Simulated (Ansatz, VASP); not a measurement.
One calculation of WSe2, two programs

Contents of INCAR:

```
SYSTEM = WSe2
ALGO = Normal
EDIFF = 1E-6
ENCUT = 520
GGA = PS
ISIF = 2
ISMEAR = 0
LASPH = .True.
LCHARG = .False.
LREAL = .False.
LWAVE = .False.
NBANDS = 35
NELM = 60
PREC = Accurate
SIGMA = 0.05
```

KPOINTS

```
k-points
0
Gamma
  9 9 2
  0 0 0
```

Contents of POSCAR:

```
WSe2
1.0
    3.3199329218      0.0000000000      0.0000000000
   -1.6599664609      2.8751462491      0.0000000000
    0.0000000000      0.0000000000     13.7371873000
W Se
2 4
Direct
    0.6666666700      0.3333333300      0.7572795106
    0.3333333300      0.6666666700      0.2500000000
    0.3333333300      0.6666666700      0.8710007900
    0.6666666700      0.3333333300      0.3710007900
    0.3333333300      0.6666666700      0.6289992100
    0.6666666700      0.3333333300      0.1289992100
```

Input for Ansatz:

```yaml
crystal:
  lattice:
    - [3.3199329218, 0.0, 0.0]
    - [-1.6599664609, 2.8751462491, 0.0]
    - [0.0, 0.0, 13.7371873]
  atoms:
    - { symbol: W, position: [0.66666667, 0.33333333, 0.7572795106] }
    - { symbol: W, position: [0.33333333, 0.66666667, 0.25] }
    - { symbol: Se, position: [0.33333333, 0.66666667, 0.87100079] }
    - { symbol: Se, position: [0.66666667, 0.33333333, 0.37100079] }
    - { symbol: Se, position: [0.33333333, 0.66666667, 0.62899921] }
    - { symbol: Se, position: [0.66666667, 0.33333333, 0.12899921] }
hamiltonian:
  xc: pbesol
  pseudopotentials:
    kind: all_electron
    lapw: { basis_error: 0.0003, muffin_tin_radii: { Se: 1.095, W: 1.281 } }
kpoints:
  mp_grid: { grid: [9, 9, 2] }
scf:
  occupations: { method: gaussian, width: 0.05 }
  convergence: { dr2_threshold: 1.0e-09 }
output:
  eigenvalues: true
  forces: true
  stress: true
```

Alike in both runs: task single point; functional PBEsol; k mesh 9 × 9 × 2; occupations gaussian, width 0.05 eV; no spin polarisation.

|  | VASP | Ansatz |
| --- | --- | --- |
| version | VASP 6.6.1 | Ansatz 0.2.0 |
| potentials or method | VASP PAW PBE potentials, release 64 (W_sv, Se), cutoff 520 eV | all-electron LAPW, scalar-relativistic |

|  | VASP | Ansatz | Ansatz less VASP |
| --- | --- | --- | --- |
| gap on the k mesh at the Fermi level (eV) | 1.14 | 1.15 | +0.007 |
| least direct gap on the mesh (eV) | 1.42 | 1.43 | +0.004 |
| pressure (GPa) | -2.1 | -2.4 | -0.33 |
| traceless stress, the component that is largest in VASP (GPa) | 1.44 | 1.36 | -0.084 |
| rms of the force components (eV/Å) | 0.815 | 0.809 | -0.0064 |

VASP's potentials were made for PBE, not for PBEsol. Atom by atom the forces differ by 0.026 eV/Å (rms over components). Ansatz ran all-electron here, and VASP with PAW potentials.

Neither program's run includes spin-orbit coupling.
